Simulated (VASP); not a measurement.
A run of VASP 6.6.1 is set up as follows.

The input INCAR:

```
ALGO = Normal
EDIFF = 1E-6
EDIFFG = -0.04
ENCUT = 600
GGA = PE
IBRION = 2
ISIF = 3
ISMEAR = 0
LASPH = True
LCHARG = False
LREAL = False
LWAVE = False
NELM = 80
NSW = 90
PREC = Accurate
SIGMA = 0.1
```

The input KPOINTS:

```
k-points
0
Gamma
  4 4 4
```

The input POSCAR:

```
Pb2Se
1.0
    6.6182109778      0.0000000000      0.0000000000
    0.0000000000      6.6182109778      0.0000000000
    0.0000000000      0.0000000000      4.2627963177
Pb Se
4 2
Direct
    0.3060000000      0.3060000000      0.0000000000
    0.1940000000      0.8060000000      0.5000000000
    0.6940000000      0.6940000000      0.0000000000
    0.8060000000      0.1940000000      0.5000000000
    0.0000000000      0.0000000000      0.0000000000
    0.5000000000      0.5000000000      0.5000000000
```

Potentials or basis: VASP PAW PBE potentials, release 64 (Pb_d, Se).

Launch:

```bash
$ cat potpaw_PBE.64/Pb_d/POTCAR potpaw_PBE.64/Se/POTCAR > POTCAR
$ mpirun -np 1 vasp_std > vasp.out
```

(1) What does it give for the space group after relaxing (to 0.05 Å)?

(2) Estimate the relaxed cell.

Answers

(1) P4_2/mnm (No. 136).

(2) a = 7.382 Å, b = 7.382 Å, c = 4.011 Å, α = 90.00°, β = 90.00°, γ = 90.00°.

Caveat: the k points lie up to 0.39 Å⁻¹ apart in the final cell.
